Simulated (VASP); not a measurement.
# LiYb (Fd-3m) in VASP: single point with r2SCAN

Aim: the single point of LiYb with r2SCAN.

All numbers are computed with VASP 6.6.1; they aren't measurements. Logs are shortened: lines on timing, memory, paths and dates and some standing lists are left out, and cuts for length are marked.

## Step 1: The cell of the first run

The structure is cubic, space group Fd-3m (No. 227). The conventional cell has a = 6.935 Å, b = 6.935 Å, c = 6.935 Å, α = 90.00°, β = 90.00°, γ = 90.00°. Yb (site symmetry -43m) has 4 Yb at 3.00 Å and 10 Li at 3.00 to 3.47 Å within 4.0 Å. Within 4.0 Å of Li (site symmetry -43m) lie 10 Yb at 3.00 to 3.47 Å and 4 Li at 3.00 Å.

## Step 2: Single point, r2SCAN, collinear spin, zero start

Input file POSCAR:

```
LiYb
1.0
    0.0000000000      3.4673613100      3.4673613100
    3.4673613100      0.0000000000      3.4673613100
    3.4673613100      3.4673613100      0.0000000000
Yb Li
2 2
Direct
    0.5000000000      0.5000000000      0.5000000000
    0.7500000000      0.7500000000      0.7500000000
    0.0000000000      0.0000000000      0.0000000000
    0.2500000000      0.2500000000      0.2500000000
```

Input file INCAR.step1:

```
ALGO = Normal
EDIFF = 1E-4
ENCUT = 520
GGA = PE
ISMEAR = -1
ISPIN = 2
LASPH = T
LCHARG = F
LMAXMIX = 6
LREAL = F
LWAVE = T
MAGMOM = 0 0 0 0
NBANDS = 39
NELM = 150
PREC = Accurate
SIGMA = 0.1
```

Input file INCAR.step2:

```
ALGO = Normal
EDIFF = 1E-6
ENCUT = 520
ISIF = 2
ISMEAR = -1
ISPIN = 2
ISTART = 1
LASPH = T
LCHARG = F
LMAXMIX = 6
LMIXTAU = T
LORBIT = 11
LREAL = F
LWAVE = F
MAGMOM = 0 0 0 0
METAGGA = R2SCAN
NBANDS = 39
NELM = 150
PREC = Accurate
SIGMA = 0.1
```

Input file KPOINTS:

```
k-points
0
Gamma
  5 5 5
```

Potentials or basis: VASP PAW PBE potentials, release 64 (Yb, Li_sv).

Launch:

```
$ cat potpaw_PBE.64/Yb/POTCAR potpaw_PBE.64/Li_sv/POTCAR > POTCAR
$ cp INCAR.step1 INCAR
$ mpirun -np 1 vasp_std > vasp.out
$ cp INCAR.step2 INCAR
$ mpirun -np 1 vasp_std > vasp.out
```

OUTCAR:

```text
EDIFF = 1E-6
   ENCUT = 520
   ISIF = 2
   ISMEAR = -1
   ISPIN = 2
   ISTART = 1
   LASPH = T
   LORBIT = 11
   LREAL = F
   METAGGA = R2SCAN
   NELM = 150
   PREC = Accurate

 ion  position               nearest neighbor table
   1  0.500  0.500  0.500-   4 3.00   4 3.00   4 3.00   2 3.00   4 3.00   2 3.00   2 3.00   2 3.00

   2  0.750  0.750  0.750-   1 3.00   1 3.00   1 3.00   1 3.00   3 3.00   3 3.00   3 3.00   3 3.00

   3  0.000  0.000  0.000-   2 3.00   2 3.00   2 3.00   2 3.00
   4  0.250  0.250  0.250-   1 3.00   1 3.00   1 3.00   1 3.00

  LATTYP: Found a face centered cubic cell.
 ALAT       =     6.9347226200

  Lattice vectors:

 A1 = (   0.0000000000,   3.4673613100,   3.4673613100)
 A2 = (   3.4673613100,   0.0000000000,   3.4673613100)
 A3 = (   3.4673613100,   3.4673613100,   0.0000000000)

Analysis of symmetry for initial positions (statically):
=====================================================================
 Subroutine PRICEL returns:
 Original cell was already a primitive cell.

 Routine SETGRP: Setting up the symmetry group for a
 face centered cubic supercell.

 Subroutine GETGRP returns: Found 48 space group operations
 (whereof 24 operations were pure point group operations)
 out of a pool of 48 trial point group operations.

The static configuration has the point symmetry T_d .
 The point group associated with its full space group is O_h .

Analysis of symmetry for dynamics (positions and initial velocities):
=====================================================================
 Subroutine PRICEL returns:
 Original cell was already a primitive cell.

 Routine SETGRP: Setting up the symmetry group for a
 face centered cubic supercell.

 Subroutine GETGRP returns: Found 48 space group operations
 (whereof 24 operations were pure point group operations)
 out of a pool of 48 trial point group operations.

The dynamic configuration has the point symmetry T_d .
 The point group associated with its full space group is O_h .

Analysis of structural, dynamic, and magnetic symmetry:
=====================================================================
 Subroutine PRICEL returns:
 Original cell was already a primitive cell.

 Routine SETGRP: Setting up the symmetry group for a
 face centered cubic supercell.

 Subroutine GETGRP returns: Found 48 space group operations
 (whereof 24 operations were pure point group operations)
 out of a pool of 48 trial point group operations.

The overall configuration has the point symmetry T_d .
 The point group associated with its full space group is O_h .

 Subroutine INISYM returns: Found 48 space group operations
 (whereof 24 operations are pure point group operations),
 and found     1 'primitive' translations

----------------------------------------------------------------------------------------

                                     Primitive cell

  volume of cell :      83.3734

  direct lattice vectors                    reciprocal lattice vectors
     0.000000000  3.467361310  3.467361310    -0.144201874  0.144201874  0.144201874
     3.467361310  0.000000000  3.467361310     0.144201874 -0.144201874  0.144201874
     3.467361310  3.467361310  0.000000000     0.144201874  0.144201874 -0.144201874

  length of vectors
     4.903589390  4.903589390  4.903589390     0.249764973  0.249764973  0.249764973

  position of ions in fractional coordinates (direct lattice)
     0.500000000  0.500000000  0.500000000
     0.750000000  0.750000000  0.750000000
     0.000000000  0.000000000  0.000000000
     0.250000000  0.250000000  0.250000000

  ion indices of the primitive-cell ions
   primitive index   ion index
                 1           1
                 2           2
                 3           3
                 4           4

----------------------------------------------------------------------------------------

 KPOINTS: k-points

Automatic generation of k-mesh.
 Grid dimensions read from file:
 generate k-points for:    5    5    5

 Generating k-lattice:

  Cartesian coordinates                     Fractional coordinates (reciprocal lattice)
    -0.028840375  0.028840375  0.028840375     0.200000000  0.000000000  0.000000000
     0.028840375 -0.028840375  0.028840375     0.000000000  0.200000000  0.000000000
     0.028840375  0.028840375 -0.028840375     0.000000000  0.000000000  0.200000000

  Length of vectors
     0.049952995  0.049952995  0.049952995

  Shift w.r.t. Gamma in fractional coordinates (k-lattice)
     0.000000000  0.000000000  0.000000000

 Subroutine IBZKPT returns following result:
 ===========================================

 Found     10 irreducible k-points:

 Following reciprocal coordinates:
            Coordinates               Weight
  0.000000  0.000000  0.000000      1.000000
  0.200000  0.000000  0.000000      8.000000
  0.400000  0.000000  0.000000      8.000000
  0.200000  0.200000  0.000000      6.000000
  0.400000  0.200000  0.000000     24.000000
 -0.400000  0.200000  0.000000     24.000000
 -0.200000  0.200000  0.000000     12.000000
  0.400000  0.400000  0.000000      6.000000
 -0.400000  0.400000  0.000000     12.000000
 -0.400000  0.400000  0.200000     24.000000
   k-points           NKPTS =     10   k-points in BZ     NKDIM =     10   number of bands    NBANDS=     39
   number of dos      NEDOS =    301   number of ions     NIONS =      4
   total plane-waves  NPLWV =  46656
   dimension x,y,z NGX =    36 NGY =   36 NGZ =   36
   dimension x,y,z NGXF=    72 NGYF=   72 NGZF=   72
   ions per type =               2   2
   NGX,Y,Z   is equivalent  to a cutoff of  12.21, 12.21, 12.21 a.u.
   NGXF,Y,Z  is equivalent  to a cutoff of  24.41, 24.41, 24.41 a.u.
 SYSTEM =  unknown system
   PREC   = accura    normal or accurate (medium, high low for compatibility)
   ISTART =      1    job   : 0-new  1-cont  2-samecut
   ICHARG =      0    charge: 1-file 2-atom 10-const
   ISPIN  =      2    spin polarized calculation?
   LNONCOLLINEAR =      F non collinear calculations
   LSORBIT =      F    spin-orbit coupling
   LASPH  =      T    aspherical Exc in radial PAW
   ENCUT  =  520.0 eV  38.22 Ry    6.18 a.u.   9.12  9.12  9.12*2*pi/ulx,y,z
   NELM   =    150;   NELMIN=  2; NELMDL=  0     # of ELM steps
   EDIFF  = 0.1E-05   stopping-criterion for ELM
   LREAL  =      F    real-space projection
   EDIFFG = 0.1E-04   stopping-criterion for IOM
   NSW    =      0    number of steps for IOM
   IBRION =     -1    ionic relax: 0-MD 1-quasi-New 2-CG
   NFREE  =      0    steps in history (QN), initial steepest desc. (CG)
   ISIF   =      2    stress and relaxation
   ISYM   =      2    0-nonsym 1-usesym 2-fastsym
   POTIM  = 0.5000    time-step for ionic-motion
   TEBEG  =    0.0;   TEEND  =   0.0 temperature during run
   PSTRESS=    0.0 pullay stress
   NELECT =      54.0000    total number of electrons
   NUPDOWN=      -1.0000    fix difference up-down
   EMIN   =  10.00;   EMAX   =-10.00  energy-range for DOS
   EFERMI =   0.00;   METHOD = LEGACY
   ISMEAR =    -1;   SIGMA  =   0.10  broadening in eV -4-tet -1-fermi 0-gaus
   EFERMI_NEDOS =   21; number of points for ismear=-14 and -15
   IALGO  =     38    algorithm
   IMIX   =      4    mixing-type and parameters
     AMIX     =   0.40;   BMIX     =  1.00
     AMIX_MAG =   1.60;   BMIX_MAG =  1.00
  volume/ion in A,a.u.               =      20.84       140.66
  Fermi-wavevector in a.u.,A,eV,Ry     =   1.416436  2.676676 27.297249  2.006291
  Thomas-Fermi vector in A             =   2.537771
   LORBIT       =     11    0 simple, 1 ext, 2 COOP (PROOUT), +10 PAW based schemes
   METAGGA = R2SCAN    functional components
   LHFCALC =     F    Hartree Fock is set to
   AEXX    =    0.0000 exact exchange contribution
   IVDW    =     0    specifies the selected vdW correction
   LEPSILON=     F    determine dielectric tensor
   LRPA    =     F    only Hartree local field effects (RPA)
 spin polarized calculation
  energy-cutoff  :      520.00
  volume of cell :       83.37
 maximum number of plane-waves:      2254
   NGX = 19   NGY = 19   NGZ = 19

 number of electron      53.9999967 magnetization      -0.0000548

 number of electron      53.9999967 magnetization       0.0000466

 Free energy of the ion-electron system (eV)
  ---------------------------------------------------
  ext. energy  EPLUGINS =         0.00000000
  ---------------------------------------------------
  free energy    TOTEN  =       -74.48227871 eV

  energy without entropy =      -74.27317483  energy(sigma->0) =      -74.37772677

 E-fermi :   1.9793     XC(G=0): -10.4481

 val. band max:        1.8864348132   @ k =  -0.4000   0.4000   0.2000
 cond. band min:       1.9935413085   @ k =  -0.2000   0.2000   0.0000
 fundamental gap:      0.1071064953
 Fermi energy:         1.9793168743

 spin component 1

 k-point     1 :       0.0000    0.0000    0.0000
  band No.  band energies     occupation
      1     -51.3926      1.00000
      2     -51.2289      1.00000
      3     -44.8750      1.00000
      4     -44.8580      1.00000
      5     -23.3490      1.00000
      6     -23.3488      1.00000
[... 409 lines left out ...]
     38       9.3237      0.00000
     39      11.0522      0.00000
 Fermi energy:         1.9793168743

 spin component 2

 k-point     1 :       0.0000    0.0000    0.0000
  band No.  band energies     occupation
      1     -51.3926      1.00000
      2     -51.2289      1.00000
      3     -44.8749      1.00000
      4     -44.8579      1.00000
      5     -23.3490      1.00000
      6     -23.3488      1.00000
[... 409 lines left out ...]
     38       9.3238      0.00000
     39      11.0523      0.00000

------------------------ aborting loop because EDIFF is reached ----------------------------------------

  FORCE on cell =-STRESS in cart. coord.  units (eV):
  Direction    XX          YY          ZZ          XY          YZ          ZX
  --------------------------------------------------------------------------------------
  -------------------------------------------------------------------------------------
  Total        3.4128226      3.4128226      3.4128226     -0.0000000      0.0000000     -0.0000000
  in kB       65.5838650     65.5838650     65.5838650     -0.0000000      0.0000000     -0.0000000
  external PRESSURE =      65.5838650 kB  Pullay stress =       0.0000000 kB

 VOLUME and BASIS-vectors are now :
 -----------------------------------------------------------------------------
  energy-cutoff  :      520.00
  volume of cell :       83.37
      direct lattice vectors                 reciprocal lattice vectors
     0.000000000  3.467361310  3.467361310    -0.144201874  0.144201874  0.144201874
     3.467361310  0.000000000  3.467361310     0.144201874 -0.144201874  0.144201874
     3.467361310  3.467361310  0.000000000     0.144201874  0.144201874 -0.144201874

 POSITION                                       TOTAL-FORCE (eV/Angst)
 -----------------------------------------------------------------------------------
      3.46736      3.46736      3.46736        -0.000000     -0.000000     -0.000000
      5.20104      5.20104      5.20104         0.000000      0.000000      0.000000
      0.00000      0.00000      0.00000        -0.000000      0.000000     -0.000000
      1.73368      1.73368      1.73368        -0.000000     -0.000000     -0.000000
 -----------------------------------------------------------------------------------
    total drift:                                0.000000      0.000000      0.000000

  FREE ENERGIE OF THE ION-ELECTRON SYSTEM (eV)
  ---------------------------------------------------
  free  energy   TOTEN  =       -74.4822787133 eV

  energy  without entropy=      -74.2731748269  energy(sigma->0) =      -74.37772677

 total charge

# of ion       s       p       d       f       tot
--------------------------------------------------
    1        2.222   5.968   0.427  13.560  22.177
    2        2.222   5.968   0.427  13.560  22.177
    3        2.043   0.028   0.000   0.000   2.071
    4        2.043   0.028   0.000   0.000   2.071
--------------------------------------------------
tot          8.530  11.993   0.853  27.120  48.496

 magnetization (x)

# of ion       s       p       d       f       tot
--------------------------------------------------
    1        0.000  -0.000   0.000   0.000   0.000
    2        0.000  -0.000   0.000   0.000   0.000
    3       -0.000   0.000   0.000   0.000  -0.000
    4       -0.000   0.000   0.000   0.000  -0.000
--------------------------------------------------
tot          0.000  -0.000   0.000   0.000   0.000
```

Wall time 8.2 min (1 thread of AMD EPYC 7R13, shared host); peak memory 0.27 GiB.

Results:

```
Free energy                                           : -74.4823 eV
Band gap on the k mesh                                : zero (filled and empty bands overlap)
Net moment                                            : 0.00 μB per cell
Valence electrons inside the program's atomic spheres : Yb 22.18; Li 2.07
```

Caveat: the cutoff is under 1.25 times the usual one of these potentials, so pressure, stress and relaxed cells hold a basis-set (Pulay) error; the PAW data sets were made with another functional, which shifts forces and pressure a little; spin-orbit coupling is left out, which moves the levels of the heavy elements.

The gap in the log of VASP goes by the Fermi energy; the results here count the filled bands.